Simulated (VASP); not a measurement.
The system is SnO.

```xyz
4
Lattice="3.1301 0.0000 0.0000 -1.5651 2.7108 0.0000 0.0000 0.0000 5.1115" Properties=species:S:1:pos:R:3 pbc="T T T"
Sn    0.0000    1.8072    0.0000
Sn    1.5651    0.9036    2.5557
O     0.0000    1.8072    1.9168
O     1.5651    0.9036    4.4726
```

- Program: VASP 6.6.1
- Task: relaxation of cell and atoms
- Functional: PBE
- Potentials or basis: VASP PAW PBE potentials, release 64 (Sn_d, O)
- Cutoff: 600 eV
- k mesh: 12 × 12 × 4
- Occupations: fermi-dirac, width 0.02 eV
- Spin: no spin polarisation

At the start: pressure 144.1 GPa; volume 10.84 Å³/atom.

Q: How do energy, volume and symmetry change on relaxing?

A: Over 9 steps the energy falls by 2539.9 meV/atom and the volume is 19.92 Å³/atom (+83.7 %); space group P6_3mc (No. 186, to 0.1 Å) before and after.

The path:
```tsv
step	energy change (eV)	largest force (eV/Å)	pressure (GPa)	volume (Å³)
1	0.0000	0.7654	144.14	43.37
2	-3.6330	0.2260	-27.53	137.81
3	-10.1448	0.0529	-2.24	81.72
4	-10.1574	0.0433	-0.80	80.40
5	-10.1591	0.0366	0.21	79.51
6	-10.1594	0.0252	0.21	79.51
7	-10.1596	0.0001	0.20	79.53
8	-10.1596	0.0038	-0.19	79.87
9	-10.1597	0.0017	0.01	79.69
```

Final structure:
```
Sn O
1.0
     3.79290    0.00000    0.00000
    -1.89645    3.28475    0.00000
     0.00000    0.00000    6.39666
Sn O
2 2
Direct
  0.33333 0.66667 0.00387
  0.66667 0.33333 0.50387
  0.33333 0.66667 0.37113
  0.66667 0.33333 0.87113
```

Caveat: the volume moved by over 15 % at a fixed basis, so the end points are rough.
